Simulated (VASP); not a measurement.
# CaSe (F-43m) in VASP: a series of runs, part 2 of 2

VASP 6.6.1. The steps go on from the part before.

### Step 3. Single point, PBEsol

This run uses another cell than the first one, of 35.22 Å³/atom.

Contents of INCAR:

```
SYSTEM = CaSe
  ALGO = Normal
  EDIFF = 1E-6
  ENCUT = 500
  GGA = PS
  GGA_COMPAT = .False.
  ISIF = 2
  ISMEAR = 0
  LASPH = .True.
  LCHARG = .True.
  LELF = .True.
  LREAL = .False.
  LVHAR = .True.
  LWAVE = .False.
  NBANDS = 15
  NELM = 120
  PREC = Accurate
  SIGMA = 0.01
```

Contents of KPOINTS:

```
k-points
0
Gamma
  6 6 6
  0 0 0
```

Contents of POSCAR:

```
CaSe
1.0
    0.0000000000      3.2778516817      3.2778516817
    3.2778516817      0.0000000000      3.2778516817
    3.2778516817      3.2778516817      0.0000000000
Ca Se
1 1
Direct
    0.0000000000      0.0000000000      0.0000000000
    0.7500000000      0.7500000000      0.7500000000
```

Potentials or basis: VASP PAW PBE potentials, release 64 (Ca_sv, Se).

Launch:

```sh
$ cat potpaw_PBE.64/Ca_sv/POTCAR potpaw_PBE.64/Se/POTCAR > POTCAR
$ mpirun -np 1 vasp_std > vasp.out
```

OUTCAR:

```text
SYSTEM = CaSe
   EDIFF = 1E-6
   ENCUT = 500
   GGA = PS
   ISIF = 2
   ISMEAR = 0
   LASPH = .True.
   LREAL = .False.
   NELM = 120
   PREC = Accurate

 ion  position               nearest neighbor table
   1  0.000  0.000  0.000-   2 2.84   2 2.84   2 2.84   2 2.84
   2  0.750  0.750  0.750-   1 2.84   1 2.84   1 2.84   1 2.84

  LATTYP: Found a face centered cubic cell.
 ALAT       =     6.5557033634

  Lattice vectors:

 A1 = (   0.0000000000,   3.2778516817,   3.2778516817)
 A2 = (   3.2778516817,   0.0000000000,   3.2778516817)
 A3 = (   3.2778516817,   3.2778516817,   0.0000000000)

Analysis of symmetry for initial positions (statically):
=====================================================================
 Subroutine PRICEL returns:
 Original cell was already a primitive cell.

 Routine SETGRP: Setting up the symmetry group for a
 face centered cubic supercell.

 Subroutine GETGRP returns: Found 24 space group operations
 (whereof 24 operations were pure point group operations)
 out of a pool of 48 trial point group operations.

The static configuration has the point symmetry T_d .

Analysis of symmetry for dynamics (positions and initial velocities):
=====================================================================
 Subroutine PRICEL returns:
 Original cell was already a primitive cell.

 Routine SETGRP: Setting up the symmetry group for a
 face centered cubic supercell.

 Subroutine GETGRP returns: Found 24 space group operations
 (whereof 24 operations were pure point group operations)
 out of a pool of 48 trial point group operations.

The dynamic configuration has the point symmetry T_d .

 Subroutine INISYM returns: Found 24 space group operations
 (whereof 24 operations are pure point group operations),
 and found     1 'primitive' translations

----------------------------------------------------------------------------------------

                                     Primitive cell

  volume of cell :      70.4365

  direct lattice vectors                    reciprocal lattice vectors
     0.000000000  3.277851682  3.277851682    -0.152538934  0.152538934  0.152538934
     3.277851682  0.000000000  3.277851682     0.152538934 -0.152538934  0.152538934
     3.277851682  3.277851682  0.000000000     0.152538934  0.152538934 -0.152538934

  length of vectors
     4.635582304  4.635582304  4.635582304     0.264205183  0.264205183  0.264205183

  position of ions in fractional coordinates (direct lattice)
     0.000000000  0.000000000  0.000000000
     0.750000000  0.750000000  0.750000000

  ion indices of the primitive-cell ions
   primitive index   ion index
                 1           1
                 2           2

----------------------------------------------------------------------------------------

 KPOINTS: k-points

Automatic generation of k-mesh.
 Grid dimensions read from file:
 generate k-points for:    6    6    6

 Generating k-lattice:

  Cartesian coordinates                     Fractional coordinates (reciprocal lattice)
    -0.025423156  0.025423156  0.025423156     0.166666667  0.000000000  0.000000000
[... 31 lines left out ...]
 -0.333333  0.500000  0.166667     12.000000
   k-points           NKPTS =     16   k-points in BZ     NKDIM =     16   number of bands    NBANDS=     15
   number of dos      NEDOS =    301   number of ions     NIONS =      2
   total plane-waves  NPLWV =  46656
   dimension x,y,z NGX =    36 NGY =   36 NGZ =   36
   dimension x,y,z NGXF=    72 NGYF=   72 NGZF=   72
   ions per type =               1   1
   NGX,Y,Z   is equivalent  to a cutoff of  12.91, 12.91, 12.91 a.u.
   NGXF,Y,Z  is equivalent  to a cutoff of  25.82, 25.82, 25.82 a.u.
 SYSTEM =  CaSe
   PREC   = accura    normal or accurate (medium, high low for compatibility)
   ISTART =      0    job   : 0-new  1-cont  2-samecut
   ICHARG =      2    charge: 1-file 2-atom 10-const
   ISPIN  =      1    spin polarized calculation?
   LNONCOLLINEAR =      F non collinear calculations
   LSORBIT =      F    spin-orbit coupling
   LASPH  =      T    aspherical Exc in radial PAW
   ENCUT  =  500.0 eV  36.75 Ry    6.06 a.u.   8.45  8.45  8.45*2*pi/ulx,y,z
   NELM   =    120;   NELMIN=  2; NELMDL= -5     # of ELM steps
   EDIFF  = 0.1E-05   stopping-criterion for ELM
   LREAL  =      F    real-space projection
   EDIFFG = 0.1E-04   stopping-criterion for IOM
   NSW    =      0    number of steps for IOM
   IBRION =     -1    ionic relax: 0-MD 1-quasi-New 2-CG
   NFREE  =      0    steps in history (QN), initial steepest desc. (CG)
   ISIF   =      2    stress and relaxation
   ISYM   =      2    0-nonsym 1-usesym 2-fastsym
   POTIM  = 0.5000    time-step for ionic-motion
   TEBEG  =    0.0;   TEEND  =   0.0 temperature during run
   PSTRESS=    0.0 pullay stress
   NELECT =      16.0000    total number of electrons
   NUPDOWN=      -1.0000    fix difference up-down
   EMIN   =  10.00;   EMAX   =-10.00  energy-range for DOS
   EFERMI =   0.00;   METHOD = LEGACY
   ISMEAR =     0;   SIGMA  =   0.01  broadening in eV -4-tet -1-fermi 0-gaus
   EFERMI_NEDOS =   21; number of points for ismear=-14 and -15
   IALGO  =     38    algorithm
   IMIX   =      4    mixing-type and parameters
     AMIX     =   0.40;   BMIX     =  1.00
     AMIX_MAG =   1.60;   BMIX_MAG =  1.00
  volume/ion in A,a.u.               =      35.22       237.66
  Fermi-wavevector in a.u.,A,eV,Ry     =   0.998885  1.887619 13.575504  0.997771
  Thomas-Fermi vector in A             =   2.131138
   LORBIT       =      0    0 simple, 1 ext, 2 COOP (PROOUT), +10 PAW based schemes
   GGA     = PS    functional components
   LHFCALC =     F    Hartree Fock is set to
   AEXX    =    0.0000 exact exchange contribution
   IVDW    =     0    specifies the selected vdW correction
   LEPSILON=     F    determine dielectric tensor
   LRPA    =     F    only Hartree local field effects (RPA)
 non-spin polarized calculation
 Gauss-broadening in eV      SIGMA  =   0.01
  energy-cutoff  :      500.00
  volume of cell :       70.44
 maximum number of plane-waves:      1820
 NGX is ok and might be reduce to    36
   NGX = 17   NGY = 17   NGZ = 17

 number of electron      16.0000003 magnetization

 Free energy of the ion-electron system (eV)
  ---------------------------------------------------
  ext. energy  EPLUGINS =         0.00000000
  ---------------------------------------------------
  free energy    TOTEN  =        -9.42450001 eV

  energy without entropy =       -9.42450001  energy(sigma->0) =       -9.42450001

 E-fermi :  -0.2803     XC(G=0):  -7.8084

 val. band max:       -0.4074759999   @ k =  -0.3333   0.1667   0.0000
 cond. band min:       2.6552313695   @ k =   0.0000   0.0000   0.0000
 fundamental gap:      3.0627073694
 Fermi energy:        -0.2802713604

 k-point     1 :       0.0000    0.0000    0.0000
  band No.  band energies     occupation
      1     -39.2578      2.00000
      2     -20.3544      2.00000
      3     -20.3544      2.00000
      4     -20.3544      2.00000
      5     -10.7484      2.00000
      6      -0.5016      2.00000
      7      -0.5016      2.00000
      8      -0.5016      2.00000
      9       2.6552      0.00000
     10       4.9581      0.00000
     11       4.9581      0.00000
     12       7.0012      0.00000
     13       7.0012      0.00000
     14       7.0012      0.00000
[... 257 lines left out ...]
      2     -20.3996      2.00000
      3     -20.3726      2.00000
      4     -20.3683      2.00000
      5     -10.3987      2.00000
      6      -1.4143      2.00000
      7      -0.8062      2.00000
      8      -0.4940      2.00000
      9       3.2227      0.00000
     10       4.5411      0.00000
     11       5.4910      0.00000
     12       5.7841      0.00000
     13       6.2814      0.00000
     14       7.8754      0.00000
     15       8.7253      0.00000

------------------------ aborting loop because EDIFF is reached ----------------------------------------

  FORCE on cell =-STRESS in cart. coord.  units (eV):
  Direction    XX          YY          ZZ          XY          YZ          ZX
  --------------------------------------------------------------------------------------
  -------------------------------------------------------------------------------------
  Total       -0.3113465     -0.3113465     -0.3113465     -0.0000000     -0.0000000      0.0000000
  in kB       -7.0820132     -7.0820132     -7.0820132     -0.0000000     -0.0000000      0.0000000
  external PRESSURE =      -7.0820132 kB  Pullay stress =       0.0000000 kB

 VOLUME and BASIS-vectors are now :
 -----------------------------------------------------------------------------
  energy-cutoff  :      500.00
  volume of cell :       70.44
      direct lattice vectors                 reciprocal lattice vectors
     0.000000000  3.277851682  3.277851682    -0.152538934  0.152538934  0.152538934
     3.277851682  0.000000000  3.277851682     0.152538934 -0.152538934  0.152538934
     3.277851682  3.277851682  0.000000000     0.152538934  0.152538934 -0.152538934

 POSITION                                       TOTAL-FORCE (eV/Angst)
 -----------------------------------------------------------------------------------
      0.00000      0.00000      0.00000        -0.000000     -0.000000     -0.000000
      4.91678      4.91678      4.91678         0.000000      0.000000      0.000000
 -----------------------------------------------------------------------------------
    total drift:                                0.000000      0.000000      0.000000

  FREE ENERGIE OF THE ION-ELECTRON SYSTEM (eV)
  ---------------------------------------------------
  free  energy   TOTEN  =        -9.4245000070 eV

  energy  without entropy=       -9.4245000070  energy(sigma->0) =       -9.42450001
```

OSZICAR:

```text
N       E                     dE             d eps       ncg     rms          rms(c)
DAV:   1     0.105014546324E+03    0.10501E+03   -0.68687E+03   480   0.904E+02
DAV:   2    -0.439355449696E+01   -0.10941E+03   -0.10389E+03   613   0.226E+02
DAV:   3    -0.948394693645E+01   -0.50904E+01   -0.50484E+01   684   0.468E+01
DAV:   4    -0.985833652653E+01   -0.37439E+00   -0.37427E+00   678   0.101E+01
DAV:   5    -0.986154325001E+01   -0.32067E-02   -0.32065E-02   649   0.112E+00    0.438E+00
DAV:   6    -0.946861236892E+01    0.39293E+00   -0.49706E-01   592   0.312E+00    0.249E+00
DAV:   7    -0.941767288584E+01    0.50939E-01   -0.19896E-01   620   0.235E+00    0.972E-01
DAV:   8    -0.942390845106E+01   -0.62356E-02   -0.25899E-02   578   0.121E+00    0.186E-01
DAV:   9    -0.942387051112E+01    0.37940E-04   -0.23038E-03   606   0.386E-01    0.999E-02
DAV:  10    -0.942444777777E+01   -0.57727E-03   -0.55244E-04   550   0.136E-01    0.250E-02
DAV:  11    -0.942449968808E+01   -0.51910E-04   -0.12417E-04   592   0.669E-02    0.933E-03
DAV:  12    -0.942450000704E+01   -0.31896E-06   -0.87305E-06   579   0.151E-02
   1 F= -.94245000E+01 E0= -.94245000E+01  d E =-.334167E-73
```

Run time: 23 s. Hardware: 1 thread of Intel Xeon 8259CL, shared host; peak memory 0.21 GiB.

What came out:

| Item | Value |
| --- | --- |
| Free energy | -9.4245 eV |
| Pressure | -0.7 GPa |
| Band gap on the k mesh | 3.06 eV (least direct gap 3.16 eV) |

Caveat: the PAW data sets were made with another functional, which shifts forces and pressure a little.

### Step 4. Single point, PBEsol

This run uses another cell than the first one, of 36.30 Å³/atom.

Contents of INCAR:

```
  PREC = Accurate
  ENCUT = 500
  EDIFF = 1E-6
  ISMEAR = 0
  SIGMA = 0.01
  LREAL = False
  LASPH = True
  NELM = 120
  ALGO = Normal
  ISIF = 2
  LWAVE = False
  LCHARG = False
  GGA = PS
  NBANDS = 15
  GGA_COMPAT = False
```

Contents of KPOINTS:

```
Automatic mesh
0
Gamma
  6 6 6
```

Contents of POSCAR:

```
CaSe
1.0
    0.0000000000      3.3109635357      3.3109635357
    3.3109635357      0.0000000000      3.3109635357
    3.3109635357      3.3109635357      0.0000000000
Ca Se
1 1
Direct
    0.0000000000      0.0000000000      0.0000000000
    0.7500000000      0.7500000000      0.7500000000
```

Potentials or basis: VASP PAW PBE potentials, release 64 (Ca_sv, Se).

Launch:

```sh
$ cat potpaw_PBE.64/Ca_sv/POTCAR potpaw_PBE.64/Se/POTCAR > POTCAR
$ mpirun -np 1 vasp_std > vasp.out
```

OUTCAR:

```text
PREC = Accurate
   ENCUT = 500
   EDIFF = 1E-6
   ISMEAR = 0
   LREAL = False
   LASPH = True
   NELM = 120
   ISIF = 2
   GGA = PS

 ion  position               nearest neighbor table
   1  0.000  0.000  0.000-   2 2.87   2 2.87   2 2.87   2 2.87
   2  0.750  0.750  0.750-   1 2.87   1 2.87   1 2.87   1 2.87

  LATTYP: Found a face centered cubic cell.
 ALAT       =     6.6219270714

  Lattice vectors:

 A1 = (   0.0000000000,   3.3109635357,   3.3109635357)
[... 463 lines left out ...]

------------------------ aborting loop because EDIFF is reached ----------------------------------------

  FORCE on cell =-STRESS in cart. coord.  units (eV):
  Direction    XX          YY          ZZ          XY          YZ          ZX
  --------------------------------------------------------------------------------------
  -------------------------------------------------------------------------------------
  Total       -0.7305095     -0.7305095     -0.7305095     -0.0000000     -0.0000000     -0.0000000
  in kB      -16.1229037    -16.1229037    -16.1229037     -0.0000000     -0.0000000     -0.0000000
  external PRESSURE =     -16.1229037 kB  Pullay stress =       0.0000000 kB

 VOLUME and BASIS-vectors are now :
 -----------------------------------------------------------------------------
  energy-cutoff  :      500.00
  volume of cell :       72.59
      direct lattice vectors                 reciprocal lattice vectors
     0.000000000  3.310963536  3.310963536    -0.151013442  0.151013442  0.151013442
     3.310963536  0.000000000  3.310963536     0.151013442 -0.151013442  0.151013442
     3.310963536  3.310963536  0.000000000     0.151013442  0.151013442 -0.151013442

 POSITION                                       TOTAL-FORCE (eV/Angst)
 -----------------------------------------------------------------------------------
      0.00000      0.00000      0.00000         0.000000      0.000000      0.000000
      4.96645      4.96645      4.96645        -0.000000     -0.000000     -0.000000
 -----------------------------------------------------------------------------------
    total drift:                               -0.000000     -0.000000     -0.000000

  FREE ENERGIE OF THE ION-ELECTRON SYSTEM (eV)
  ---------------------------------------------------
  free  energy   TOTEN  =        -9.4091575776 eV

  energy  without entropy=       -9.4091575776  energy(sigma->0) =       -9.40915758
```

It took 26 s on 1 thread of Intel Xeon 8259CL, shared host; peak memory 0.21 GiB.

Results:

```
Free energy            : -9.4092 eV
Pressure               : -1.6 GPa
Band gap on the k mesh : 2.97 eV (least direct gap 3.06 eV)
```

Levels at points of the mesh, in eV from the valence-band top:
```
           k point  band 4  band 5  band 6  band 7  band 8  band 9  band 10  band 11  band 12  band 13
(0.00, 0.00, 0.00)  -20.07  -10.31   -0.08   -0.08   -0.08    2.97     5.29     5.29     7.25     7.25
(0.50, 0.00, 0.00)  -20.07  -10.07   -1.21   -0.01   -0.01    4.95     5.39     5.39     5.62     6.26
(0.50, 0.50, 0.00)  -20.08   -9.99   -1.23   -0.04   -0.04    3.44     4.86     6.01     6.01     6.02
```

Caveat: the PAW data sets were made with another functional, which shifts forces and pressure a little. A k mesh can miss the band edges.

### Step 5. Summary

| cell | gap on the mesh (eV) | pressure (GPa) |
| --- | --- | --- |
| a = 4.588 Å, angles 60.0°, 2 atoms | 3.15 | 0.4 |
| a = 4.636 Å, angles 60.0°, 2 atoms | 3.06 | -0.7 |
| a = 4.682 Å, angles 60.0°, 2 atoms | 2.97 | -1.6 |

Alike in all rows: task single point; level PBEsol; potentials or basis VASP PAW PBE potentials, release 64 (Ca_sv, Se); no spin polarisation; k mesh 6 × 6 × 6; cutoff (eV) 500; smearing gaussian 0.01 eV.

Caveats: the PAW data sets were made with another functional, which shifts forces and pressure a little.

Total energies depend on the potentials used, so only differences within one code and one set of settings carry meaning.
